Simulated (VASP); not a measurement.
# Li (Fm-3m) in VASP: a series of runs, part 2 of 3

VASP 6.6.1.

## (3) Single point, r2SCAN (20.14 Å³/atom)

This run uses another cell than the first one, of 20.14 Å³/atom.

Input file POSCAR:

```
Li
1.0
    0.0000000000      2.1594039920      2.1594039920
    2.1594039920      0.0000000000      2.1594039920
    2.1594039920      2.1594039920      0.0000000000
Li
1
Direct
    0.0000000000      0.0000000000      0.0000000000
```

Input file INCAR.step1:

```
SYSTEM = Li
PREC = Accurate ; ENCUT = 830
ISMEAR = -1 ; SIGMA = 0.1
LREAL = .FALSE. ; LASPH = .TRUE.
NELM = 120 ; NBANDS = 8
GGA = PE ; ALGO = Normal
EDIFF = 1E-5 ; LWAVE = .TRUE.
LCHARG = .FALSE. ; GGA_COMPAT = .FALSE.
```

Input file INCAR.step2:

```
SYSTEM = Li
PREC = Accurate ; ENCUT = 830
EDIFF = 1E-6 ; ISMEAR = -1
SIGMA = 0.1 ; LREAL = .FALSE.
LASPH = .TRUE. ; NELM = 120
ALGO = Normal ; ISIF = 2
LWAVE = .FALSE. ; LCHARG = .FALSE.
METAGGA = R2SCAN ; LMIXTAU = .TRUE.
NBANDS = 8 ; ISTART = 1
GGA_COMPAT = .FALSE.
```

Input file KPOINTS:

```
Automatic mesh
0
G
  14 14 14
  0 0 0
```

Potentials or basis: VASP PAW PBE potentials, release 64 (Li_sv).

Run with:

```bash
> cat potpaw_PBE.64/Li_sv/POTCAR > POTCAR
> cp INCAR.step1 INCAR
> mpirun -np 1 vasp_std > vasp.out
> cp INCAR.step2 INCAR
> mpirun -np 1 vasp_std > vasp.out
```

OUTCAR:

```text
SYSTEM = Li
   PREC = Accurate
   ENCUT = 830
   EDIFF = 1E-6
   ISMEAR = -1
   LREAL = .FALSE.
   LASPH = .TRUE.
   NELM = 120
   ISIF = 2
   METAGGA = R2SCAN
   ISTART = 1

 ion  position               nearest neighbor table
   1  0.000  0.000  0.000-

  LATTYP: Found a face centered cubic cell.
 ALAT       =     4.3188079840

  Lattice vectors:

 A1 = (   0.0000000000,   2.1594039920,   2.1594039920)
 A2 = (   2.1594039920,   0.0000000000,   2.1594039920)
 A3 = (   2.1594039920,   2.1594039920,   0.0000000000)

Analysis of symmetry for initial positions (statically):
=====================================================================
 Subroutine PRICEL returns:
 Original cell was already a primitive cell.

 Routine SETGRP: Setting up the symmetry group for a
 face centered cubic supercell.

 Subroutine GETGRP returns: Found 48 space group operations
 (whereof 48 operations were pure point group operations)
 out of a pool of 48 trial point group operations.

The static configuration has the point symmetry O_h .

Analysis of symmetry for dynamics (positions and initial velocities):
=====================================================================
 Subroutine PRICEL returns:
 Original cell was already a primitive cell.

 Routine SETGRP: Setting up the symmetry group for a
 face centered cubic supercell.

 Subroutine GETGRP returns: Found 48 space group operations
 (whereof 48 operations were pure point group operations)
 out of a pool of 48 trial point group operations.

The dynamic configuration has the point symmetry O_h .

 Subroutine INISYM returns: Found 48 space group operations
 (whereof 48 operations are pure point group operations),
 and found     1 'primitive' translations

----------------------------------------------------------------------------------------

                                     Primitive cell

[... 102 lines left out ...]
   EFERMI =   0.00;   METHOD = LEGACY
   ISMEAR =    -1;   SIGMA  =   0.10  broadening in eV -4-tet -1-fermi 0-gaus
   EFERMI_NEDOS =   21; number of points for ismear=-14 and -15
   IALGO  =     38    algorithm
   IMIX   =      4    mixing-type and parameters
     AMIX     =   0.40;   BMIX     =  1.00
     AMIX_MAG =   1.60;   BMIX_MAG =  1.00
  volume/ion in A,a.u.               =      20.14       135.90
  Fermi-wavevector in a.u.,A,eV,Ry     =   0.867837  1.639974 10.247099  0.753141
  Thomas-Fermi vector in A             =   1.986428
   LORBIT       =      0    0 simple, 1 ext, 2 COOP (PROOUT), +10 PAW based schemes
   METAGGA = R2SCAN    functional components
   LHFCALC =     F    Hartree Fock is set to
   AEXX    =    0.0000 exact exchange contribution
   IVDW    =     0    specifies the selected vdW correction
   LEPSILON=     F    determine dielectric tensor
   LRPA    =     F    only Hartree local field effects (RPA)
 non-spin polarized calculation
  energy-cutoff  :      830.00
  volume of cell :       20.14
 maximum number of plane-waves:      1113
 NGX is ok and might be reduce to    30
   NGX = 15   NGY = 15   NGZ = 15

 number of electron       3.0000000 magnetization

 Free energy of the ion-electron system (eV)
  ---------------------------------------------------
  ext. energy  EPLUGINS =         0.00000000
  ---------------------------------------------------
  free energy    TOTEN  =        -2.39340451 eV

  energy without entropy =       -2.38043428  energy(sigma->0) =       -2.38691940

 E-fermi :   0.6227     XC(G=0):  -7.4633

 val. band max:        0.5202203673   @ k =   0.5000   0.2143   0.0714
 cond. band min:       0.6363794035   @ k =   0.5000   0.0000   0.0000
 fundamental gap:      0.1161590362
 Fermi energy:         0.6227311033

 k-point     1 :       0.0000    0.0000    0.0000
  band No.  band energies     occupation
      1     -47.3850      2.00000
      2      -3.2507      2.00000
      3      16.6852      0.00000
      4      16.6852      0.00000
      5      16.6852      0.00000
      6      20.0995      0.00000
      7      20.0996      0.00000
      8      20.0996      0.00000
[... 243 lines left out ...]
 k-point    24 :       0.2857    0.1429    0.0000
  band No.  band energies     occupation
      1     -47.3733      2.00000
      2      -1.7784      2.00000
      3       9.9352      0.00000
      4      12.9369      0.00000
      5      15.3870      0.00000
      6      16.3061      0.00000
      7      18.8201      0.00000
      8      24.1005      0.00000

 [... further k-points ...]
[... 5 lines left out ...]
  --------------------------------------------------------------------------------------
  -------------------------------------------------------------------------------------
  Total        0.0340413      0.0340413      0.0340413      0.0000000      0.0000000     -0.0000000
  in kB        2.7082270      2.7082270      2.7082270      0.0000000      0.0000000     -0.0000000
  external PRESSURE =       2.7082270 kB  Pullay stress =       0.0000000 kB

 VOLUME and BASIS-vectors are now :
 -----------------------------------------------------------------------------
  energy-cutoff  :      830.00
  volume of cell :       20.14
      direct lattice vectors                 reciprocal lattice vectors
     0.000000000  2.159403992  2.159403992    -0.231545372  0.231545372  0.231545372
     2.159403992  0.000000000  2.159403992     0.231545372 -0.231545372  0.231545372
     2.159403992  2.159403992  0.000000000     0.231545372  0.231545372 -0.231545372

 POSITION                                       TOTAL-FORCE (eV/Angst)
 -----------------------------------------------------------------------------------
      0.00000      0.00000      0.00000         0.000000      0.000000      0.000000
 -----------------------------------------------------------------------------------
    total drift:                               -0.000000     -0.000000      0.000000

  FREE ENERGIE OF THE ION-ELECTRON SYSTEM (eV)
  ---------------------------------------------------
  free  energy   TOTEN  =        -2.3934045088 eV

  energy  without entropy=       -2.3804342831  energy(sigma->0) =       -2.38691940
```

OUTCAR.step1:

```text
SYSTEM = Li
   PREC = Accurate
   ENCUT = 830
   ISMEAR = -1
   LREAL = .FALSE.
   LASPH = .TRUE.
[... 481 lines left out ...]
 -----------------------------------------------------------------------------------
      0.00000      0.00000      0.00000         0.000000      0.000000      0.000000
 -----------------------------------------------------------------------------------
    total drift:                               -0.000000     -0.000000      0.000000

  FREE ENERGIE OF THE ION-ELECTRON SYSTEM (eV)
  ---------------------------------------------------
  free  energy   TOTEN  =        -1.9161550417 eV

  energy  without entropy=       -1.9018858536  energy(sigma->0) =       -1.90902045
```

It took 1.9 min on 1 thread of Intel Xeon Platinum 8124M at 3.00GHz (Skylake/Cascade Lake), shared host; peak memory 0.17 GiB.

Results:

```
Free energy            : -2.3934 eV
Pressure               : 0.3 GPa
Band gap on the k mesh : zero (an odd number of electrons rules out a gap without spin polarisation)
```

Levels at points of the mesh, in eV from the Fermi level:
```tsv
k point	band 1	band 2	band 3	band 4	band 5	band 6	band 7
(0.00, 0.00, 0.00)	-48.01	-3.87	16.06	16.06	16.06	19.48	19.48
(0.50, 0.00, 0.00)	-47.99	0.01	3.18	14.11	14.11	17.72	17.72
(0.50, 0.50, 0.00)	-47.98	1.71	5.06	9.35	9.35	11.32	16.87
```

Caveat: the PAW data sets were made with another functional, which shifts forces and pressure a little.

## (4) Single point, r2SCAN (20.98 Å³/atom)

This run uses another cell than the first one, of 20.98 Å³/atom.

Input file POSCAR:

```
Li
1.0
    0.0000000000      2.1889885449      2.1889885449
    2.1889885449      0.0000000000      2.1889885449
    2.1889885449      2.1889885449      0.0000000000
Li
1
Direct
    0.0000000000      0.0000000000      0.0000000000
```

Input file INCAR.step1:

```
ALGO = Normal
EDIFF = 1E-5
ENCUT = 830
GGA = PE
GGA_COMPAT = False
ISMEAR = -1
LASPH = True
LCHARG = False
LREAL = False
LWAVE = True
NBANDS = 8
NELM = 120
PREC = Accurate
SIGMA = 0.1
```

Input file INCAR.step2:

```
ALGO = Normal
EDIFF = 1E-6
ENCUT = 830
GGA_COMPAT = False
ISIF = 2
ISMEAR = -1
ISTART = 1
LASPH = True
LCHARG = False
LMIXTAU = True
LREAL = False
LWAVE = False
METAGGA = R2SCAN
NBANDS = 8
NELM = 120
PREC = Accurate
SIGMA = 0.1
```

Input file KPOINTS:

```
k-points
0
Gamma
  14 14 14
```

Potentials or basis: VASP PAW PBE potentials, release 64 (Li_sv).

Run with:

```bash
> cat potpaw_PBE.64/Li_sv/POTCAR > POTCAR
> cp INCAR.step1 INCAR
> mpirun -np 1 vasp_std > vasp.out
> cp INCAR.step2 INCAR
> mpirun -np 1 vasp_std > vasp.out
```

OUTCAR:

```text
EDIFF = 1E-6
   ENCUT = 830
   ISIF = 2
   ISMEAR = -1
   ISTART = 1
   LASPH = True
   LREAL = False
   METAGGA = R2SCAN
   NELM = 120
   PREC = Accurate

 ion  position               nearest neighbor table
   1  0.000  0.000  0.000-

  LATTYP: Found a face centered cubic cell.
 ALAT       =     4.3779770898

  Lattice vectors:

 A1 = (   0.0000000000,   2.1889885449,   2.1889885449)
 A2 = (   2.1889885449,   0.0000000000,   2.1889885449)
[... 435 lines left out ...]
  band No.  band energies     occupation
      1     -47.5815      2.00000
      2      -1.8402      2.00000
      3       9.5871      0.00000
      4      12.5086      0.00000
      5      14.8836      0.00000
      6      15.8014      0.00000
      7      18.2468      0.00000
      8      23.3889      0.00000

 [... further k-points ...]
[... 5 lines left out ...]
  --------------------------------------------------------------------------------------
  -------------------------------------------------------------------------------------
  Total       -0.0175083     -0.0175083     -0.0175083      0.0000000      0.0000000      0.0000000
  in kB       -1.3371894     -1.3371894     -1.3371894      0.0000000      0.0000000      0.0000000
  external PRESSURE =      -1.3371894 kB  Pullay stress =       0.0000000 kB

 VOLUME and BASIS-vectors are now :
 -----------------------------------------------------------------------------
  energy-cutoff  :      830.00
  volume of cell :       20.98
      direct lattice vectors                 reciprocal lattice vectors
     0.000000000  2.188988545  2.188988545    -0.228415997  0.228415997  0.228415997
     2.188988545  0.000000000  2.188988545     0.228415997 -0.228415997  0.228415997
     2.188988545  2.188988545  0.000000000     0.228415997  0.228415997 -0.228415997

 POSITION                                       TOTAL-FORCE (eV/Angst)
 -----------------------------------------------------------------------------------
      0.00000      0.00000      0.00000         0.000000      0.000000      0.000000
 -----------------------------------------------------------------------------------
    total drift:                               -0.000000     -0.000000      0.000000

  FREE ENERGIE OF THE ION-ELECTRON SYSTEM (eV)
  ---------------------------------------------------
  free  energy   TOTEN  =        -2.3944793049 eV

  energy  without entropy=       -2.3812299689  energy(sigma->0) =       -2.38785464
```

OSZICAR.step1:

```text
N       E                     dE             d eps       ncg     rms          rms(c)
DAV:   1     0.541170308213E+00    0.54117E+00   -0.87010E+02  1664   0.330E+02
DAV:   2    -0.185002317250E+01   -0.23912E+01   -0.22684E+01  2344   0.412E+01
DAV:   3    -0.191522410764E+01   -0.65201E-01   -0.65074E-01  1984   0.506E+00
DAV:   4    -0.191669430486E+01   -0.14702E-02   -0.14689E-02  2624   0.607E-01
DAV:   5    -0.191669850744E+01   -0.42026E-05   -0.42025E-05  2048   0.259E-02    0.262E-01
DAV:   6    -0.191555594745E+01    0.11426E-02   -0.27702E-04  2768   0.666E-02    0.148E-01
DAV:   7    -0.191497295996E+01    0.58299E-03   -0.63793E-04  2528   0.103E-01    0.262E-02
DAV:   8    -0.191497115772E+01    0.18022E-05   -0.79258E-06  1944   0.231E-02
   1 F= -.19149712E+01 E0= -.19077089E+01  d E =-.145245E-01
```

Wall time 2.4 min (1 thread of Intel Xeon Platinum 8124M at 3.00GHz (Skylake/Cascade Lake), shared host); peak memory 0.17 GiB.

What came out:

```yaml
Free_energy: -2.3945 eV
Pressure: -0.1 GPa
Band_gap_on_the_k_mesh: zero (an odd number of electrons rules out a gap without spin polarisation)
```

Levels at points of the mesh, in eV from the Fermi level:
```tsv
k point	band 1	band 2	band 3	band 4	band 5
(0.00, 0.00, 0.00)	-48.11	-3.81	15.63	15.63	15.63
(0.50, 0.00, 0.00)	-48.09	0.02	3.06	13.73	13.73
(0.50, 0.50, 0.00)	-48.09	1.68	4.92	9.11	9.11
```

Caveat: the PAW data sets were made with another functional, which shifts forces and pressure a little.

(Continued in part 3 of 3.)

The gap in the log of VASP goes by the Fermi energy; the results here count the filled bands.